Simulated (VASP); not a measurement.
# Zr2O (Pn-3m) in VASP: a series of runs, part 2 of 2

VASP 6.6.1. Earlier steps stand in the parts before.

## (3) Single point, PBEsol (strain -0.015 along x and y, -0.015 along z)

INCAR

```
PREC     = Accurate       # precision mode
ENCUT    = 520            # plane-wave cutoff, eV
EDIFF    = 1E-6           # SCF threshold, eV
ISMEAR   = 0              # smearing method
SIGMA    = 0.15           # smearing width, eV
LREAL    = False          # projectors in reciprocal space
LASPH    = True           # aspherical terms in the spheres
NELM     = 80             # most SCF steps
ALGO     = Normal         # electronic algorithm
ISIF     = 2              # what is computed and relaxed
LWAVE    = False          # write WAVECAR
LCHARG   = False          # write CHGCAR
GGA      = PS             # functional
NBANDS   = 39             # bands
```

KPOINTS

```
regular mesh
0
Gamma
  10 10 10
```

POSCAR

```
Zr2O
1.0
    4.7282838620      0.0000000000      0.0000000000
    0.0000000000      4.7282838620      0.0000000000
    0.0000000000      0.0000000000      4.7282838620
Zr O
4 2
Direct
    0.2500000000      0.2500000000      0.7500000000
    0.7500000000      0.2500000000      0.2500000000
    0.2500000000      0.7500000000      0.2500000000
    0.7500000000      0.7500000000      0.7500000000
    0.0000000000      0.0000000000      0.0000000000
    0.5000000000      0.5000000000      0.5000000000
```

Potentials or basis: VASP PAW PBE potentials, release 64 (Zr_sv, O).

The run is started by

```bash
cat potpaw_PBE.64/Zr_sv/POTCAR potpaw_PBE.64/O/POTCAR > POTCAR
mpirun -np 1 vasp_std > vasp.out
```

OUTCAR:

```text
PREC = Accurate
   ENCUT = 520
   EDIFF = 1E-6
   ISMEAR = 0
   LREAL = False
   LASPH = True
   NELM = 80
   ISIF = 2
   GGA = PS

 ion  position               nearest neighbor table
   1  0.250  0.250  0.750-   5 2.05   6 2.05   4 3.34   2 3.34   3 3.34   2 3.34   3 3.34   3 3.34
                             4 3.34   3 3.34   2 3.34   4 3.34   2 3.34   4 3.34
   2  0.750  0.250  0.250-   5 2.05   6 2.05   4 3.34   1 3.34   3 3.34   1 3.34   4 3.34   3 3.34
                             4 3.34   4 3.34   1 3.34   3 3.34   1 3.34   3 3.34
   3  0.250  0.750  0.250-   5 2.05   6 2.05   4 3.34   1 3.34   2 3.34   1 3.34   4 3.34   1 3.34
                             2 3.34   1 3.34   2 3.34   4 3.34   4 3.34   2 3.34
   4  0.750  0.750  0.750-   5 2.05   6 2.05   3 3.34   1 3.34   2 3.34   2 3.34   3 3.34   1 3.34
[... 1221 lines left out ...]
  Total        4.8613850      4.8613850      4.8613850     -0.0000000      0.0000000      0.0000000
  in kB       73.6817575     73.6817575     73.6817575     -0.0000000      0.0000000      0.0000000
  external PRESSURE =      73.6817575 kB  Pullay stress =       0.0000000 kB

 VOLUME and BASIS-vectors are now :
 -----------------------------------------------------------------------------
  energy-cutoff  :      520.00
  volume of cell :      105.71
      direct lattice vectors                 reciprocal lattice vectors
     4.728283862  0.000000000  0.000000000     0.211493224  0.000000000  0.000000000
     0.000000000  4.728283862  0.000000000     0.000000000  0.211493224  0.000000000
     0.000000000  0.000000000  4.728283862     0.000000000  0.000000000  0.211493224

 POSITION                                       TOTAL-FORCE (eV/Angst)
 -----------------------------------------------------------------------------------
      1.18207      1.18207      3.54621        -0.000000      0.000000     -0.000000
      3.54621      1.18207      1.18207         0.000000      0.000000     -0.000000
      1.18207      3.54621      1.18207        -0.000000      0.000000      0.000000
      3.54621      3.54621      3.54621        -0.000000     -0.000000     -0.000000
      0.00000      0.00000      0.00000         0.000000     -0.000000      0.000000
      2.36414      2.36414      2.36414         0.000000     -0.000000      0.000000
 -----------------------------------------------------------------------------------
    total drift:                                0.000000     -0.000000      0.000000

  FREE ENERGIE OF THE ION-ELECTRON SYSTEM (eV)
  ---------------------------------------------------
  free  energy   TOTEN  =       -56.4896267925 eV

  energy  without entropy=      -56.3892017595  energy(sigma->0) =      -56.43941428
```

OSZICAR:

```text
N       E                     dE             d eps       ncg     rms          rms(c)
DAV:   1     0.609480268320E+03    0.60948E+03   -0.32277E+04  4368   0.154E+03
DAV:   2    -0.633805891123E+01   -0.61582E+03   -0.59851E+03  4977   0.452E+02
DAV:   3    -0.590868124481E+02   -0.52749E+02   -0.51654E+02  6792   0.109E+02
DAV:   4    -0.628564155775E+02   -0.37696E+01   -0.37607E+01  6464   0.253E+01
DAV:   5    -0.630138169409E+02   -0.15740E+00   -0.15738E+00  5942   0.412E+00    0.361E+01
DAV:   6    -0.566782870206E+02    0.63355E+01   -0.33596E+01  4859   0.290E+01    0.162E+01
DAV:   7    -0.565155855993E+02    0.16270E+00   -0.28730E+00  5440   0.773E+00    0.847E+00
DAV:   8    -0.564885498042E+02    0.27036E-01   -0.40758E-01  5645   0.340E+00    0.107E+00
DAV:   9    -0.564892363372E+02   -0.68653E-03   -0.40066E-02  5814   0.120E+00    0.562E-01
DAV:  10    -0.564896779862E+02   -0.44165E-03   -0.24543E-03  5225   0.382E-01    0.770E-02
DAV:  11    -0.564896276498E+02    0.50336E-04   -0.20697E-04  5890   0.902E-02    0.361E-02
DAV:  12    -0.564896268288E+02    0.82108E-06   -0.22318E-05  5527   0.326E-02    0.466E-03
DAV:  13    -0.564896267925E+02    0.36302E-07   -0.14226E-06  3542   0.671E-03
   1 F= -.56489627E+02 E0= -.56439414E+02  d E =-.100425E+00
```

Run time: 76 s. Hardware: 1 thread of Intel Xeon 6975P-C (Granite Rapids), shared host; peak memory 0.31 GiB.

Results:

- Free energy: -56.4896 eV
- Pressure: 7.4 GPa
- Band gap on the k mesh: zero (band 30 reaches 9.41 eV, above the bottom of band 31 at 8.59 eV)

Levels at points of the mesh, in eV from the Fermi level:
| k point | band 27 | band 28 | band 29 | band 30 | band 31 | band 32 | band 33 | band 34 |
| --- | --- | --- | --- | --- | --- | --- | --- | --- |
| (0.00, 0.00, 0.00) | -2.13 | -1.82 | -1.82 | -1.82 | 2.07 | 2.07 | 2.52 | 2.52 |
| (0.50, 0.00, 0.00) | -0.67 | -0.67 | -0.33 | -0.33 | -0.19 | -0.19 | 1.22 | 1.22 |
| (0.50, 0.50, 0.00) | -1.44 | -1.44 | 0.02 | 0.02 | 0.12 | 0.12 | 0.86 | 0.86 |
| (0.50, 0.50, 0.50) | -2.58 | 0.12 | 0.12 | 0.61 | 0.61 | 0.61 | 1.60 | 1.60 |

Caveat: the cell differs from its parent crystal (strain -0.015 along x and y, -0.015 along z); the PAW data sets were made with another functional, which shifts forces and pressure a little.

## (4) Single point, PBEsol (strain +0.015 along x and y, +0.015 along z)

INCAR

```
PREC = Accurate ; ENCUT = 520
EDIFF = 1E-6 ; ISMEAR = 0
SIGMA = 0.15 ; LREAL = False
LASPH = True ; NELM = 100
ALGO = Normal ; ISIF = 2
LWAVE = False ; LCHARG = False
GGA = PS ; NBANDS = 39
```

KPOINTS is that of step 3.

POSCAR: that of step 3 with these lines changed.

```diff
@@ -2,5 +2,5 @@
 1.0
-    4.7282838620      0.0000000000      0.0000000000
-    0.0000000000      4.7282838620      0.0000000000
-    0.0000000000      0.0000000000      4.7282838620
+    4.8722925076      0.0000000000      0.0000000000
+    0.0000000000      4.8722925076      0.0000000000
+    0.0000000000      0.0000000000      4.8722925076
 Zr O
```

The run is started by

```bash
cat potpaw_PBE.64/Zr_sv/POTCAR potpaw_PBE.64/O/POTCAR > POTCAR
mpirun -np 1 vasp_std > vasp.out
```

Wall time 73 s (1 thread of Intel Xeon 6975P-C (Granite Rapids), shared host); peak memory 0.32 GiB.

Results (log left out):

```
Free energy            : -56.5231 eV
Pressure               : -5.6 GPa
Band gap on the k mesh : zero (band 30 reaches 8.42 eV, above the bottom of band 31 at 7.65 eV)
```

Levels at points of the mesh, in eV from the Fermi level:
```csv
k point,band 28,band 29,band 30,band 31,band 32,band 33
"(0.00, 0.00, 0.00)",-1.61,-1.61,-1.61,1.74,1.74,2.26
"(0.50, 0.00, 0.00)",-0.64,-0.27,-0.27,-0.17,-0.17,1.11
"(0.50, 0.50, 0.00)",-1.40,0.02,0.02,0.14,0.14,0.81
"(0.50, 0.50, 0.50)",0.16,0.16,0.57,0.57,0.57,1.39
```

Caveat: the cell differs from its parent crystal (strain +0.015 along x and y, +0.015 along z); the PAW data sets were made with another functional, which shifts forces and pressure a little.

## (5) Single point, PBEsol (strain +0.030 along x and y, +0.030 along z)

INCAR

```
SYSTEM = Zr2O
PREC = Accurate
ENCUT = 520
EDIFF = 1E-6
ISMEAR = 0
SIGMA = 0.15
LREAL = .FALSE.
LASPH = .TRUE.
NELM = 80
ALGO = Normal
ISIF = 2
LWAVE = .FALSE.
LCHARG = .TRUE.
GGA = PS
LELF = .TRUE.
LVHAR = .TRUE.
NBANDS = 39
```

KPOINTS

```
regular mesh
0
G
  10 10 10
  0 0 0
```

POSCAR: that of step 4 with these lines changed.

```diff
@@ -2,5 +2,5 @@
 1.0
-    4.8722925076      0.0000000000      0.0000000000
-    0.0000000000      4.8722925076      0.0000000000
-    0.0000000000      0.0000000000      4.8722925076
+    4.9442968303      0.0000000000      0.0000000000
+    0.0000000000      4.9442968303      0.0000000000
+    0.0000000000      0.0000000000      4.9442968303
 Zr O
```

The run is started by

```bash
cat potpaw_PBE.64/Zr_sv/POTCAR potpaw_PBE.64/O/POTCAR > POTCAR
mpirun -np 1 vasp_std > vasp.out
```

Run time: 1.8 min. Hardware: 1 thread of Intel Xeon 6975P-C (Granite Rapids), shared host; peak memory 0.36 GiB.

Results (log left out):

| Item | Value |
| --- | --- |
| Free energy | -56.2656 eV |
| Pressure | -10.3 GPa |
| Band gap on the k mesh | zero (band 30 reaches 7.96 eV, above the bottom of band 31 at 7.21 eV) |

Levels at points of the mesh, in eV from the Fermi level:
```
           k point  band 28  band 29  band 30  band 31  band 32  band 33
(0.00, 0.00, 0.00)    -1.51    -1.51    -1.51     1.60     1.60     2.14
(0.50, 0.00, 0.00)    -0.62    -0.24    -0.24    -0.15    -0.15     1.06
(0.50, 0.50, 0.00)    -1.38     0.02     0.02     0.15     0.15     0.78
(0.50, 0.50, 0.50)     0.18     0.18     0.55     0.55     0.55     1.30
```

Caveat: the cell differs from its parent crystal (strain +0.030 along x and y, +0.030 along z); the PAW data sets were made with another functional, which shifts forces and pressure a little.

## (6) The runs side by side

| cell | gap on the mesh (eV) | pressure (GPa) |
| --- | --- | --- |
| a = 4.656 Å, 6 atoms | none | 16.0 |
| a = 4.728 Å, 6 atoms | none | 7.4 |
| a = 4.872 Å, 6 atoms | none | -5.6 |
| a = 4.944 Å, 6 atoms | none | -10.3 |

Alike in all rows: task single point; level PBEsol; potentials or basis VASP PAW PBE potentials, release 64 (Zr_sv, O); no spin polarisation; k mesh 10 × 10 × 10; cutoff (eV) 520; smearing gaussian 0.15 eV.

Caveats: the PAW data sets were made with another functional, which shifts forces and pressure a little.

Total energies depend on the potentials used, so only differences within one code and one set of settings carry meaning.
